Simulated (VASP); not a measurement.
Write the native input for VASP 6.6.1 that does the following.

```yaml
Task: electric field gradients
Functional: r2SCAN
Potentials_or_basis: VASP PAW PBE potentials, release 64 (Gd, N)
Cutoff: 800 eV
k_mesh: 12 × 12 × 12
Occupations: gaussian, width 0.05 eV
Spin: collinear spin, ferromagnetic start
Starting_moments: "[7.62, 0.0] μB"
Dipole_correction: no
Further_INCAR_settings: ALGO = Normal; EDIFF = 1e-08; NBANDS = 22
```

The system is GdN.

```xyz
2
Lattice="0.0000 2.4866 2.4866 2.4866 0.0000 2.4866 2.4866 2.4866 0.0000" Properties=species:S:1:pos:R:3 pbc="T T T"
Gd    0.0000    0.0000    0.0000
N     2.4866    2.4866    2.4866
```

The input as run:

POSCAR

```
GdN
1.0
    0.0000000000      2.4865793971      2.4865793971
    2.4865793971      0.0000000000      2.4865793971
    2.4865793971      2.4865793971      0.0000000000
Gd N
1 1
Direct
    0.0000000000      0.0000000000      0.0000000000
    0.5000000000      0.5000000000      0.5000000000
```

INCAR.step1

```
PREC = Accurate ; ENCUT = 800
ISMEAR = 0 ; SIGMA = 0.05
LREAL = False ; LASPH = True
NELM = 200 ; ISPIN = 2
MAGMOM = 7.62 0 ; LMAXMIX = 6
NBANDS = 22 ; GGA = PE
ALGO = Normal ; EDIFF = 1E-5
LWAVE = True ; LCHARG = False
GGA_COMPAT = False
```

INCAR.step2

```
PREC = Accurate ; ENCUT = 800
EDIFF = 1E-8 ; ISMEAR = 0
SIGMA = 0.05 ; LREAL = False
LASPH = True ; NELM = 200
ALGO = Normal ; ISIF = 2
LWAVE = False ; LCHARG = False
ISPIN = 2 ; MAGMOM = 7.62 0
LORBIT = 11 ; LMAXMIX = 6
METAGGA = R2SCAN ; LMIXTAU = True
LEFG = True ; NBANDS = 22
ISTART = 1 ; GGA_COMPAT = False
```

KPOINTS

```
regular mesh
0
Gamma
  12 12 12
```

Potentials or basis: VASP PAW PBE potentials, release 64 (Gd, N).

Command:

```bash
$ cat potpaw_PBE.64/Gd/POTCAR potpaw_PBE.64/N/POTCAR > POTCAR
$ cp INCAR.step1 INCAR
$ mpirun -np 1 vasp_std > vasp.out
$ cp INCAR.step2 INCAR
$ mpirun -np 1 vasp_std > vasp.out
```

Results of the run:

```
Pressure                                              : 0.2 GPa
Band gap on the k mesh                                : zero (filled and empty bands overlap)
Net moment                                            : 7.00 μB per cell
Site moments                                          : Gd +6.79; N -0.12 μB
Largest electric field gradient by atom               : under 0.05 V/Å² on every atom
Valence electrons inside the program's atomic spheres : Gd 15.24; N 3.66
```

Caveat: the PAW data sets were made with another functional, which shifts forces and pressure a little; spin-orbit coupling is left out, which moves the levels of the heavy elements; a cell with one magnetic atom can't hold antiferromagnetic order, which such compounds often take; semilocal functionals describe open f shells poorly, which spoils levels, moments and volumes.

Run time: 22 min on 1 thread of Oxide Virtual Turin-like Processor, with other jobs on the host, peak memory 0.31 GiB.
